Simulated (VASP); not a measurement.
Wanted: the native input for a VASP 6.6.1 run.

```yaml
Task: single point
Functional: PBE
Potentials_or_basis: VASP PAW PBE potentials, release 64 (B, C)
Cutoff: 520 eV
k_mesh: 6 × 6 × 4
Occupations: gaussian, width 0.1 eV
Spin: collinear spin, ferromagnetic start
Starting_moments: "[0.0, 1.0, 1.0, 1.0, 1.0, 1.0] μB"
Dipole_correction: no
Further_INCAR_settings: ALGO = Normal; EDIFF = 1e-06; NBANDS = 24
```

The structure of BC5 lies in POSCAR:

```
BC5
1.0
    2.4514295200     -2.6817684400      0.0000000000
    2.4514295200      2.6817684400      0.0000000000
    0.0000000000      0.0000000000      5.6904561800
B C
1 5
Direct
    0.5000000000      0.5000000000      0.0000000000
    0.1836693800      0.8163306200      0.0000000000
    0.8163306200      0.1836693800      0.0000000000
    0.7109521000      0.7109521000      0.5000000000
    0.2890479000      0.2890479000      0.5000000000
    0.0000000000      0.0000000000      0.5000000000
```

These files were run (other wordings do the same):

INCAR

```
PREC = Accurate ; ENCUT = 520
EDIFF = 1E-6 ; ISMEAR = 0
SIGMA = 0.1 ; LREAL = False
LASPH = True ; NELM = 150
ALGO = Normal ; ISIF = 2
LWAVE = False ; LCHARG = False
ISPIN = 2 ; MAGMOM = 0 1 1 1 1 1
LORBIT = 11 ; GGA = PE
NBANDS = 24
```

KPOINTS

```
Automatic mesh
0
Gamma
  6 6 4
```

Potentials or basis: VASP PAW PBE potentials, release 64 (B, C).

Command:

```sh
$ cat potpaw_PBE.64/B/POTCAR potpaw_PBE.64/C/POTCAR > POTCAR
$ mpirun -np 1 vasp_std > vasp.out
```

It gave:

```yaml
Pressure: -30.0 GPa
Largest_force: 3.454 eV/Å
Net_moment: 0.62 μB per cell
Site_moments: B +0.03; C +0.17, -0.01, +0.01 μB
Valence_electrons_inside_the_program's_atomic_spheres: B 1.51; C 2.07, 2.17, 2.42
```

Caveat: forces of over 1 eV/Å act on the atoms, so gaps and moduli don't describe the material at rest.

Wall time 4.3 min on 1 thread of Oxide Virtual Turin-like Processor (shared host), peak memory 0.22 GiB.
